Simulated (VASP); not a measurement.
# Al (Fm-3m) in VASP: further runs

The runs below take Al through relaxation of cell and atoms, with PBE.

Everything below comes from runs of VASP 6.6.1. Logs are shortened: lines on timing, memory, paths and dates and some standing lists are left out, and cuts for length are marked.

## Step 1: The cell of the first run

It takes space group Fm-3m (No. 225, cubic). The conventional cell has a = 4.050 Å, b = 4.050 Å, c = 4.050 Å, α = 90.00°, β = 90.00°, γ = 90.00°. Al (site symmetry m-3m) has 12 Al at 2.86 Å within 3.8 Å.

## Step 2: Relaxation of cell and atoms, PBE, target pressure 10 GPa, at which the enthalpy is minimised

INCAR reads:

```
SYSTEM = Al
PREC = Accurate
ENCUT = 500
EDIFF = 1E-7
ISMEAR = -1
SIGMA = 0.15
LREAL = .False.
LASPH = .True.
NELM = 120
ALGO = Normal
ISIF = 3
LWAVE = .False.
LCHARG = .False.
GGA = PE
IBRION = 2
NSW = 80
EDIFFG = -0.005
PSTRESS = 100.0
GGA_COMPAT = .False.
NELMIN = 4
```

KPOINTS reads:

```
Automatic mesh
0
Gamma
  14 14 14
  0 0 0
```

POSCAR reads:

```
Al
1.0
    2.8635070000      0.0000000000      0.0000000000
    1.4317535000      2.4798698059      0.0000000000
    1.4317535000      0.8266232686      2.3380436750
Al
1
Direct
    0.0000000000      0.0000000000      0.0000000000
```

Potentials or basis: VASP PAW PBE potentials, release 64 (Al).

Command:

```bash
$ cat potpaw_PBE.64/Al/POTCAR > POTCAR
$ mpirun -np 1 vasp_std > vasp.out
```

OUTCAR:

```text
SYSTEM = Al
   PREC = Accurate
   ENCUT = 500
   EDIFF = 1E-7
   ISMEAR = -1
   LREAL = .False.
   LASPH = .True.
   NELM = 120
   ISIF = 3
   GGA = PE
   IBRION = 2
   NSW = 80
   EDIFFG = -0.005
   PSTRESS = 100.0
   NELMIN = 4

 ion  position               nearest neighbor table
   1  0.000  0.000  0.000-

  LATTYP: Found a face centered cubic cell.
 ALAT       =     4.0496104353

  Lattice vectors:

 A1 = (   2.8635070000,   0.0000000000,   0.0000000000)
 A2 = (   1.4317535000,   2.4798698059,   0.0000000000)
 A3 = (   1.4317535000,   0.8266232686,   2.3380436750)

Analysis of symmetry for initial positions (statically):
=====================================================================
 Subroutine PRICEL returns:
 Original cell was already a primitive cell.

 Routine SETGRP: Setting up the symmetry group for a
 face centered cubic supercell.

 Subroutine GETGRP returns: Found 48 space group operations
 (whereof 48 operations were pure point group operations)
 out of a pool of 48 trial point group operations.

The static configuration has the point symmetry O_h .

Analysis of symmetry for dynamics (positions and initial velocities):
=====================================================================
 Subroutine PRICEL returns:
 Original cell was already a primitive cell.

 Routine SETGRP: Setting up the symmetry group for a
 face centered cubic supercell.

 Subroutine GETGRP returns: Found 48 space group operations
 (whereof 48 operations were pure point group operations)
 out of a pool of 48 trial point group operations.

The dynamic configuration has the point symmetry O_h .

 Subroutine INISYM returns: Found 48 space group operations
 (whereof 48 operations are pure point group operations),
 and found     1 'primitive' translations

----------------------------------------------------------------------------------------

                                     Primitive cell

  volume of cell :      16.6027

  direct lattice vectors                    reciprocal lattice vectors
     2.863507000  0.000000000  0.000000000     0.349222125 -0.201623488 -0.142569336
     1.431753500  2.479869806  0.000000000     0.000000000  0.403246976 -0.142569336
     1.431753500  0.826623269  2.338043675     0.000000000  0.000000000  0.427708007

  length of vectors
[... 87 lines left out ...]
   ISYM   =      2    0-nonsym 1-usesym 2-fastsym
   POTIM  = 0.5000    time-step for ionic-motion
   TEBEG  =    0.0;   TEEND  =   0.0 temperature during run
   PSTRESS=  100.0 pullay stress
   NELECT =       3.0000    total number of electrons
   NUPDOWN=      -1.0000    fix difference up-down
   EMIN   =  10.00;   EMAX   =-10.00  energy-range for DOS
   EFERMI =   0.00;   METHOD = LEGACY
   ISMEAR =    -1;   SIGMA  =   0.15  broadening in eV -4-tet -1-fermi 0-gaus
   EFERMI_NEDOS =   21; number of points for ismear=-14 and -15
   IALGO  =     38    algorithm
   IMIX   =      4    mixing-type and parameters
     AMIX     =   0.40;   BMIX     =  1.00
     AMIX_MAG =   1.60;   BMIX_MAG =  1.00
  volume/ion in A,a.u.               =      16.60       112.04
  Fermi-wavevector in a.u.,A,eV,Ry     =   0.925526  1.748991 11.654731  0.856599
  Thomas-Fermi vector in A             =   2.051390
   LORBIT       =      0    0 simple, 1 ext, 2 COOP (PROOUT), +10 PAW based schemes
   GGA     = PE    functional components
   LHFCALC =     F    Hartree Fock is set to
   AEXX    =    0.0000 exact exchange contribution
   IVDW    =     0    specifies the selected vdW correction
   LEPSILON=     F    determine dielectric tensor
   LRPA    =     F    only Hartree local field effects (RPA)
 conjugate gradient relaxation of ions
 non-spin polarized calculation
  energy-cutoff  :      500.00
  volume of cell :       16.60
 maximum number of plane-waves:       444
 NGX is ok and might be reduce to    24
   NGX = 11   NGY = 11   NGZ = 11

--------------------------------------- Ionic step        1  -------------------------------------------

 number of electron       3.0000000 magnetization

 Free energy of the ion-electron system (eV)
  ---------------------------------------------------
  ext. energy  EPLUGINS =         0.00000000
  ---------------------------------------------------
  free energy    TOTEN  =        -3.75571419 eV

  energy without entropy =       -3.72163001  energy(sigma->0) =       -3.73867210

------------------------ aborting loop because EDIFF is reached ----------------------------------------

  FORCE on cell =-STRESS in cart. coord.  units (eV):
  Direction    XX          YY          ZZ          XY          YZ          ZX
  --------------------------------------------------------------------------------------
  -------------------------------------------------------------------------------------
  Total       -0.0529291     -0.0529291     -0.0529291      0.0000000      0.0000000     -0.0000000
  in kB       -5.1076980     -5.1076980     -5.1076980      0.0000000      0.0000000     -0.0000000
  external PRESSURE =    -105.1076980 kB  Pullay stress =     100.0000000 kB
[... 61 lines left out ...]
--------------------------------------- Ionic step        3  -------------------------------------------

 number of electron       3.0000000 magnetization

 Free energy of the ion-electron system (eV)
  ---------------------------------------------------
  ext. energy  EPLUGINS =         0.00000000
  ---------------------------------------------------
  free energy    TOTEN  =        -3.71046645 eV

  energy without entropy =       -3.68089810  energy(sigma->0) =       -3.69568227

 E-fermi :   9.1026     XC(G=0): -10.5749

 val. band max:        8.9944206235   @ k =  -0.3571   0.4286   0.2143
 cond. band min:       9.1056544047   @ k =   0.5000   0.2857   0.0000
 fundamental gap:      0.1112337812
 Fermi energy:         9.1025576801

 k-point     1 :       0.0000    0.0000    0.0000
  band No.  band energies     occupation
      1      -2.7486      2.00000
      2      22.3219      0.00000
      3      22.3219      0.00000
      4      22.3219      0.00000
      5      24.6288      0.00000
[... 177 lines left out ...]
 k-point    24 :       0.2857    0.1429    0.0000
  band No.  band energies     occupation
      1      -0.5888      2.00000
      2      13.6457      0.00000
      3      18.1813      0.00000
      4      19.5095      0.00000
      5      20.4056      0.00000

 [... further k-points ...]

------------------------ aborting loop because EDIFF is reached ----------------------------------------

  FORCE on cell =-STRESS in cart. coord.  units (eV):
  Direction    XX          YY          ZZ          XY          YZ          ZX
  --------------------------------------------------------------------------------------
  -------------------------------------------------------------------------------------
  Total        0.9281415      0.9281415      0.9281415      0.0000000     -0.0000000      0.0000000
  in kB       99.8902317     99.8902317     99.8902317      0.0000000     -0.0000000      0.0000000
  external PRESSURE =      -0.1097683 kB  Pullay stress =     100.0000000 kB
[... 20 lines left out ...]
  energy  without entropy=       -3.6808980983  energy(sigma->0) =       -3.69568227

  enthalpy is  TOTEN    =        -2.7813050012 eV   P V=        0.9291614481

 reached required accuracy - stopping structural energy minimisation
```

Run time: 7.1 s. Hardware: 1 thread of Intel Xeon 6975P-C (Granite Rapids), shared host; peak memory 0.14 GiB.

What came out:

- Free energy: -3.7105 eV
- Relaxed volume: 14.89 Å³/atom
- Relaxed cell: a = 2.761 Å, b = 2.761 Å, c = 2.761 Å, α = 60.00°, β = 60.00°, γ = 60.00°
- Space group after relaxing (to 0.05 Å): Fm-3m (No. 225)
- Energy change on relaxing (the enthalpy is what falls): +45.2 meV/atom
- Ionic steps: 3
- Pressure after relaxing: 10.0 GPa

The path:
```tsv
step	energy change (eV)	largest force (eV/Å)	pressure (GPa)	volume (Å³)
1	0.0000	0.0000	-0.51	16.60
2	0.1092	0.0000	17.07	14.12
3	0.0452	0.0000	9.99	14.89
```

Final structure:
```
CELL_PARAMETERS angstrom
2.76125 0.00000 0.00000
1.38062 2.39131 0.00000
1.38062 0.79710 2.25455
ATOMIC_POSITIONS crystal
Al 0.00000 0.00000 0.00000
```

Levels at points of the mesh, in eV from the Fermi level:
```csv
k point,band 1,band 2,band 3,band 4,band 5
"(0.00, 0.00, 0.00)",-11.85,13.22,13.22,13.22,15.53
"(0.50, 0.00, 0.00)",-5.00,-4.51,11.96,11.96,12.57
"(0.50, 0.50, 0.00)",-3.16,-1.62,5.29,6.11,6.11
```

Caveat: the cell is relaxed towards a set pressure, so the enthalpy falls and the energy may rise.

## Step 3: Relaxation of cell and atoms, PBE, target pressure 20 GPa, at which the enthalpy is minimised

INCAR reads:

```
  ALGO = Normal
  EDIFF = 1E-7
  EDIFFG = -0.005
  ENCUT = 500
  GGA = PE
  GGA_COMPAT = F
  IBRION = 2
  ISIF = 3
  ISMEAR = -1
  LASPH = T
  LCHARG = F
  LREAL = F
  LWAVE = F
  NELM = 120
  NELMIN = 4
  NSW = 80
  PREC = Accurate
  PSTRESS = 200.0
  SIGMA = 0.15
```

KPOINTS reads:

```
k-points
0
Gamma
  14 14 14
```

POSCAR is that of step 2.

Potentials or basis: VASP PAW PBE potentials, release 64 (Al).

Command:

```bash
$ cat potpaw_PBE.64/Al/POTCAR > POTCAR
$ mpirun -np 1 vasp_std > vasp.out
```

Wall time 9.4 s (1 thread of Intel Xeon 6975P-C (Granite Rapids), shared host); peak memory 0.13 GiB.

The run converged. Its results:

- Free energy: -3.6156 eV
- Relaxed volume: 13.85 Å³/atom
- Relaxed cell: a = 2.696 Å, b = 2.696 Å, c = 2.696 Å, α = 60.00°, β = 60.00°, γ = 60.00°
- Space group after relaxing (to 0.05 Å): Fm-3m (No. 225)
- Energy change on relaxing (the enthalpy is what falls): +140.1 meV/atom
- Ionic steps: 4
- Pressure after relaxing: 20.0 GPa

Step by step:
```
step  energy change (eV)  largest force (eV/Å)  pressure (GPa)  volume (Å³)
   1              0.0000                0.0000           -0.51        16.60
   2              0.5256                0.0000           49.88        12.00
   3              0.1338                0.0000           19.43        13.90
   4              0.1401                0.0000           20.01        13.85
```

Final structure:
```
CELL_PARAMETERS angstrom
2.69582 0.00000 0.00000
1.34791 2.33465 0.00000
1.34791 0.77822 2.20113
ATOMIC_POSITIONS crystal
Al 0.00000 0.00000 0.00000
```

Levels at points of the mesh, in eV from the Fermi level:
| k point | band 1 | band 2 | band 3 | band 4 | band 5 |
| --- | --- | --- | --- | --- | --- |
| (0.00, 0.00, 0.00) | -12.37 | 13.66 | 13.66 | 13.66 | 16.58 |
| (0.50, 0.00, 0.00) | -5.29 | -4.61 | 12.33 | 12.33 | 13.45 |
| (0.50, 0.50, 0.00) | -3.32 | -1.66 | 5.31 | 6.51 | 6.51 |

Caveat: the cell is relaxed towards a set pressure, so the enthalpy falls and the energy may rise; the volume moved by over 15 % at a fixed basis, so the end points are rough.
